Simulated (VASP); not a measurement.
# NiO (Fm-3m) in VASP: single point with PBEsol+U

Aim: the single point of NiO with PBEsol+U.

Program: VASP 6.6.1. These are calculated values, not measurements. Logs are shortened: lines on timing, memory, paths and dates and some standing lists are left out, and cuts for length are marked.

## 1. The cell of the first run

The structure is cubic, space group Fm-3m (No. 225). Conventional cell: a = 4.183 Å, b = 4.183 Å, c = 4.183 Å, α = 90.00°, β = 90.00°, γ = 90.00°. Ni (site symmetry m-3m) has 6 O at 2.09 Å within 2.8 Å. Within 2.8 Å of O (site symmetry m-3m) lie 6 Ni at 2.09 Å.

## 2. Single point, PBEsol+U, collinear spin, ferromagnetic start

INCAR reads:

```
ALGO = Normal
EDIFF = 1E-6
ENCUT = 520
GGA = PS
ISIF = 2
ISMEAR = 0
ISPIN = 2
LASPH = True
LCHARG = False
LDAU = True
LDAUJ = 0.7 0
LDAUL = 2 -1
LDAUPRINT = 1
LDAUTYPE = 1
LDAUU = 3 0
LMAXMIX = 4
LORBIT = 11
LREAL = False
LWAVE = False
MAGMOM = 2 0
NBANDS = 19
NELM = 150
PREC = Accurate
SIGMA = 0.05
```

KPOINTS reads:

```
k-points
0
Gamma
  8 8 8
```

POSCAR reads:

```
NiO
1.0
    0.0000000000      2.0913095100      2.0913095100
    2.0913095100      0.0000000000      2.0913095100
    2.0913095100      2.0913095100      0.0000000000
Ni O
1 1
Direct
    0.0000000000      0.0000000000      0.0000000000
    0.5000000000      0.5000000000      0.5000000000
```

Potentials or basis: VASP PAW PBE potentials, release 64 (Ni, O).

The run is started by

```bash
cat potpaw_PBE.64/Ni/POTCAR potpaw_PBE.64/O/POTCAR > POTCAR
mpirun -np 1 vasp_std > vasp.out
```

OUTCAR:

```text
EDIFF = 1E-6
   ENCUT = 520
   GGA = PS
   ISIF = 2
   ISMEAR = 0
   ISPIN = 2
   LASPH = True
   LORBIT = 11
   LREAL = False
   NELM = 150
   PREC = Accurate

 ion  position               nearest neighbor table
   1  0.000  0.000  0.000-   2 2.09   2 2.09   2 2.09   2 2.09   2 2.09   2 2.09
   2  0.500  0.500  0.500-   1 2.09   1 2.09   1 2.09   1 2.09   1 2.09   1 2.09

  LATTYP: Found a face centered cubic cell.
 ALAT       =     4.1826190200

  Lattice vectors:

 A1 = (   0.0000000000,   2.0913095100,   2.0913095100)
 A2 = (   2.0913095100,   0.0000000000,   2.0913095100)
 A3 = (   2.0913095100,   2.0913095100,   0.0000000000)

Analysis of symmetry for initial positions (statically):
=====================================================================
 Subroutine PRICEL returns:
 Original cell was already a primitive cell.

 Routine SETGRP: Setting up the symmetry group for a
 face centered cubic supercell.

 Subroutine GETGRP returns: Found 48 space group operations
 (whereof 48 operations were pure point group operations)
 out of a pool of 48 trial point group operations.

The static configuration has the point symmetry O_h .

Analysis of symmetry for dynamics (positions and initial velocities):
=====================================================================
 Subroutine PRICEL returns:
 Original cell was already a primitive cell.

 Routine SETGRP: Setting up the symmetry group for a
 face centered cubic supercell.

 Subroutine GETGRP returns: Found 48 space group operations
 (whereof 48 operations were pure point group operations)
 out of a pool of 48 trial point group operations.

The dynamic configuration has the point symmetry O_h .

Analysis of structural, dynamic, and magnetic symmetry:
=====================================================================
 Subroutine PRICEL returns:
 Original cell was already a primitive cell.

 Routine SETGRP: Setting up the symmetry group for a
[... 167 lines left out ...]
  0.0000 -0.0000  0.0000  0.0000  0.1877

 occupancies and eigenvectors

  o =  0.1877  v =  0.0000  0.0000  0.0000  0.0000  0.0000  0.0000  0.0000 -1.0000 -0.0000  0.0072      0.0000  0.0000  0.0000  0.0000  0.0000  0.0000  0.0000  0.0000  0.0000  0.0000
  o =  0.1877  v =  0.0000  0.0000  0.0000  0.0000  0.0000  0.0000  0.0000 -0.0072  0.0000 -1.0000      0.0000  0.0000  0.0000  0.0000  0.0000  0.0000  0.0000  0.0000  0.0000  0.0000
  o =  0.9683  v =  0.0000  0.0000  0.0000  0.0000  0.0000  0.0000 -0.2930 -0.0000  0.9561  0.0000      0.0000  0.0000  0.0000  0.0000  0.0000  0.0000  0.0000  0.0000  0.0000  0.0000
  o =  0.9683  v =  0.0000  0.0000  0.0000  0.0000  0.0000  1.0000  0.0000  0.0000  0.0000  0.0000      0.0000  0.0000  0.0000  0.0000  0.0000  0.0000  0.0000  0.0000  0.0000  0.0000
  o =  0.9683  v =  0.0000  0.0000  0.0000  0.0000  0.0000  0.0000  0.9561  0.0000  0.2930 -0.0000      0.0000  0.0000  0.0000  0.0000  0.0000  0.0000  0.0000  0.0000  0.0000  0.0000
  o =  0.9702  v =  0.0000 -0.7694  0.0000 -0.6388 -0.0000  0.0000  0.0000  0.0000  0.0000  0.0000      0.0000  0.0000  0.0000  0.0000  0.0000  0.0000  0.0000  0.0000  0.0000  0.0000
  o =  0.9702  v =  1.0000  0.0000  0.0000  0.0000  0.0000  0.0000  0.0000  0.0000  0.0000  0.0000      0.0000  0.0000  0.0000  0.0000  0.0000  0.0000  0.0000  0.0000  0.0000  0.0000
  o =  0.9702  v =  0.0000 -0.6388  0.0000  0.7694  0.0000  0.0000  0.0000  0.0000  0.0000  0.0000      0.0000  0.0000  0.0000  0.0000  0.0000  0.0000  0.0000  0.0000  0.0000  0.0000
  o =  1.0210  v =  0.0000 -0.0000 -0.0139  0.0000 -0.9999  0.0000  0.0000  0.0000  0.0000  0.0000      0.0000  0.0000  0.0000  0.0000  0.0000  0.0000  0.0000  0.0000  0.0000  0.0000
  o =  1.0210  v =  0.0000  0.0000  0.9999  0.0000 -0.0139  0.0000  0.0000  0.0000  0.0000  0.0000      0.0000  0.0000  0.0000  0.0000  0.0000  0.0000  0.0000  0.0000  0.0000  0.0000

 number of electron      16.0000005 magnetization       1.9999678

 Free energy of the ion-electron system (eV)
  ---------------------------------------------------
  ext. energy  EPLUGINS =         0.00000000
  ---------------------------------------------------
  free energy    TOTEN  =       -11.93827213 eV

  energy without entropy =      -11.93827213  energy(sigma->0) =      -11.93827213

 E-fermi :   7.4474     XC(G=0): -12.8990

 val. band max:        7.2184987757   @ k =   0.5000   0.0000   0.0000
 cond. band min:       7.8638389026   @ k =   0.0000   0.0000   0.0000
 fundamental gap:      0.6453401270
 Fermi energy:         7.4474363089

 spin component 1

 k-point     1 :       0.0000    0.0000    0.0000
  band No.  band energies     occupation
      1     -12.3777      1.00000
      2       2.5987      1.00000
      3       2.5987      1.00000
      4       3.8402      1.00000
      5       3.8402      1.00000
      6       3.8402      1.00000
[... 1049 lines left out ...]
     18      38.6689      0.00000
     19      39.5797      0.00000

 [... further k-points ...]
[... 5 lines left out ...]
  --------------------------------------------------------------------------------------
  -------------------------------------------------------------------------------------
  Total       -0.4716481     -0.4716481     -0.4716481      0.0000000     -0.0000000     -0.0000000
  in kB      -41.3089090    -41.3089090    -41.3089090      0.0000000     -0.0000000     -0.0000000
  external PRESSURE =     -41.3089090 kB  Pullay stress =       0.0000000 kB

 VOLUME and BASIS-vectors are now :
 -----------------------------------------------------------------------------
  energy-cutoff  :      520.00
  volume of cell :       18.29
      direct lattice vectors                 reciprocal lattice vectors
     0.000000000  2.091309510  2.091309510    -0.239084649  0.239084649  0.239084649
     2.091309510  0.000000000  2.091309510     0.239084649 -0.239084649  0.239084649
     2.091309510  2.091309510  0.000000000     0.239084649  0.239084649 -0.239084649

 POSITION                                       TOTAL-FORCE (eV/Angst)
 -----------------------------------------------------------------------------------
      0.00000      0.00000      0.00000        -0.000000      0.000000     -0.000000
      2.09131      2.09131      2.09131         0.000000     -0.000000      0.000000
 -----------------------------------------------------------------------------------
    total drift:                                0.000000     -0.000000     -0.000000

  FREE ENERGIE OF THE ION-ELECTRON SYSTEM (eV)
  ---------------------------------------------------
  free  energy   TOTEN  =       -11.9382721258 eV

  energy  without entropy=      -11.9382721258  energy(sigma->0) =      -11.93827213

 total charge

# of ion       s       p       d       tot
------------------------------------------
    1        0.344   0.421   8.207   8.972
    2        1.544   3.438   0.000   4.982
--------------------------------------------------
tot          1.888   3.859   8.207  13.955

 magnetization (x)

# of ion       s       p       d       tot
------------------------------------------
    1        0.011   0.014   1.672   1.697
    2        0.025   0.239   0.000   0.264
--------------------------------------------------
tot          0.036   0.253   1.672   1.961
```

OSZICAR:

```text
N       E                     dE             d eps       ncg     rms          rms(c)
DAV:   1     0.857716201288E+02    0.85772E+02   -0.73420E+03  2332   0.107E+03
DAV:   2    -0.766243884235E+01   -0.93434E+02   -0.82110E+02  2286   0.239E+02
DAV:   3    -0.130354861588E+02   -0.53730E+01   -0.52182E+01  2513   0.572E+01
DAV:   4    -0.130829498366E+02   -0.47464E-01   -0.47421E-01  2465   0.527E+00
DAV:   5    -0.130835962101E+02   -0.64637E-03   -0.64633E-03  2498   0.598E-01    0.150E+01
DAV:   6    -0.123700124134E+02    0.71358E+00   -0.13329E+01  2610   0.635E+01    0.176E+01
DAV:   7    -0.118096917611E+02    0.56032E+00   -0.20976E+00  2577   0.373E+01    0.797E+00
DAV:   8    -0.119191980694E+02   -0.10951E+00   -0.20706E-01  2652   0.658E+00    0.493E+00
DAV:   9    -0.119325653114E+02   -0.13367E-01   -0.43110E-02  2855   0.630E+00    0.809E-01
DAV:  10    -0.119389375194E+02   -0.63722E-02   -0.16346E-02  2555   0.221E+00    0.328E-01
DAV:  11    -0.119381712854E+02    0.76623E-03   -0.39685E-03  3029   0.125E+00    0.755E-02
DAV:  12    -0.119382524128E+02   -0.81127E-04   -0.59107E-04  2386   0.197E-01    0.466E-02
DAV:  13    -0.119382654760E+02   -0.13063E-04   -0.26086E-05  2938   0.125E-01    0.246E-02
DAV:  14    -0.119382709865E+02   -0.55105E-05   -0.94700E-06  2385   0.322E-02    0.813E-03
DAV:  15    -0.119382721127E+02   -0.11261E-05   -0.62872E-07  1736   0.236E-02    0.283E-03
DAV:  16    -0.119382721258E+02   -0.13142E-07   -0.25738E-07  1186   0.817E-03
   1 F= -.11938272E+02 E0= -.11938272E+02  d E =-.172625E-12  mag=     2.0000
```

Wall time 18 s (1 thread of Intel Xeon 6975P-C, shared host); peak memory 0.16 GiB.

What came out:

- Free energy: -11.9383 eV
- Pressure: -4.1 GPa
- Band gap on the k mesh: 0.65 eV, indirect (least direct gap 1.62 eV)
- Net moment: 2.00 μB per cell
- Site moments: Ni +1.70; O +0.26 μB
- Valence electrons inside the program's atomic spheres: Ni 8.97; O 4.98

Levels at points of the mesh, in eV from the valence-band top:
Spin up:
```
           k point  band 7  band 8  band 9  band 10  band 11  band 12
(0.00, 0.00, 0.00)   -2.26   -2.26   -2.26     1.94    18.08    18.60
(0.50, 0.00, 0.00)   -1.99    0.00    0.00     5.91    10.39    14.23
(0.50, 0.50, 0.00)   -3.62   -2.44   -2.44     6.35    11.03    11.95
```
Spin down:
```tsv
k point	band 4	band 5	band 6	band 7	band 8	band 9	band 10	band 11
(0.00, 0.00, 0.00)	-2.73	-1.74	-1.74	-1.74	0.65	0.65	2.33	18.05
(0.50, 0.00, 0.00)	-4.07	-1.65	-1.65	-1.27	3.31	3.31	6.12	10.94
(0.50, 0.50, 0.00)	-3.14	-3.14	-1.71	-1.71	1.08	1.60	6.91	11.41
```

Eigenvalues of the final occupation matrices:
```csv
site,spin,trace,eigenvalues
site 1 d,1,4.95,0.97 0.97 0.97 1.02 1.02
site 1 d,2,3.28,0.19 0.19 0.97 0.97 0.97
```

Caveat: the PAW data sets were made with another functional, which shifts forces and pressure a little; a cell with one magnetic atom can't hold antiferromagnetic order, which such compounds often take. The state reached can hang on the start; a lower one may exist.
